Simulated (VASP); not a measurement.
Set up this calculation in VASP 6.6.1, as the native input.

* Task: single point
* Functional: PBE
* Potentials or basis: VASP PAW PBE potentials, release 64 (Si, Ge_d)
* Cutoff: 520 eV
* k mesh: 6 × 6 × 6
* Occupations: gaussian, width 0.01 eV
* Spin: no spin polarisation
* Dipole correction: no
* Further INCAR settings: ALGO = Normal; EDIFF = 1e-06; NBANDS = 31

The structure of SiGe3 lies in POSCAR:

```
SiGe3
1.0
    1.9838896617      1.1453992303      6.4671925848
   -1.9838896617      1.1453992303      6.4671925848
    0.0000000000     -2.2907984605      6.4671925848
Si Ge
1 3
Direct
    1.0000856422      0.0000856422      0.0000856422
    0.5000462097      0.5000462097      0.5000462097
    0.3734068851      0.3734068851      0.3734068851
    0.8764612631      0.8764612631      0.8764612631
```

These files were run (other wordings do the same):

INCAR

```
  ALGO = Normal
  EDIFF = 1E-6
  ENCUT = 520
  GGA = PE
  ISIF = 2
  ISMEAR = 0
  LASPH = True
  LCHARG = True
  LELF = True
  LREAL = False
  LVHAR = True
  LWAVE = False
  NBANDS = 31
  NELM = 100
  PREC = Accurate
  SIGMA = 0.01
```

KPOINTS

```
k-points
0
Gamma
  6 6 6
```

Potentials or basis: VASP PAW PBE potentials, release 64 (Si, Ge_d).

Command:

```bash
$ cat potpaw_PBE.64/Si/POTCAR potpaw_PBE.64/Ge_d/POTCAR > POTCAR
$ mpirun -np 1 vasp_std > vasp.out
```

It gave:

```json
{
  "Pressure": "2.6 GPa",
  "Largest force": "0.060 eV/Å",
  "Band gap on the k mesh": "0.39 eV, indirect (the least direct gap lies 4.1 meV higher)"
}
```

Run time: 2.9 min on 1 thread of AMD EPYC 9R14 (Zen 4), with other jobs on the host, peak memory 0.38 GiB.
